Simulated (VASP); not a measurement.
Here is a VASP 6.6.1 calculation.

File INCAR:

```
SYSTEM = PbI2
  PREC = Accurate
  ENCUT = 500
  EDIFF = 1E-6
  ISMEAR = -1
  SIGMA = 0.03
  LREAL = .False.
  LASPH = .True.
  NELM = 120
  ALGO = Normal
  ISIF = 2
  LWAVE = .False.
  LCHARG = .True.
  GGA = PE
  LELF = .True.
  LVHAR = .True.
  NBANDS = 21
  GGA_COMPAT = .False.
```

Contents of KPOINTS:

```
Automatic mesh
0
Gamma
  7 7 4
  0 0 0
```

Contents of POSCAR:

```
PbI2
1.0
    4.6254062546      0.0000000000      0.0000000000
   -2.3127031273      4.0057193193      0.0000000000
    0.0000000000      0.0000000000      7.2171821724
Pb I
1 2
Direct
    0.0000000000      0.0000000000      0.0000000000
    0.6666666667      0.3333333333      0.7406866529
    0.3333333333      0.6666666667      0.2593133471
```

Potentials or basis: VASP PAW PBE potentials, release 64 (Pb_d, I).

Command:

```sh
$ cat potpaw_PBE.64/Pb_d/POTCAR potpaw_PBE.64/I/POTCAR > POTCAR
$ mpirun -np 1 vasp_std > vasp.out
```

Problem. Predict the band gap on the k mesh.

Solution. 2.32 eV.

Problem. Estimate the pressure.

Solution. 0.5 GPa.

Caveat: spin-orbit coupling is left out, which moves the levels of the heavy elements; an odd mesh through Γ misses points on the zone boundary, where band edges can lie; this functional lacks dispersion, which binds the layers, so the pressure and a relaxed spacing across them are unreliable.
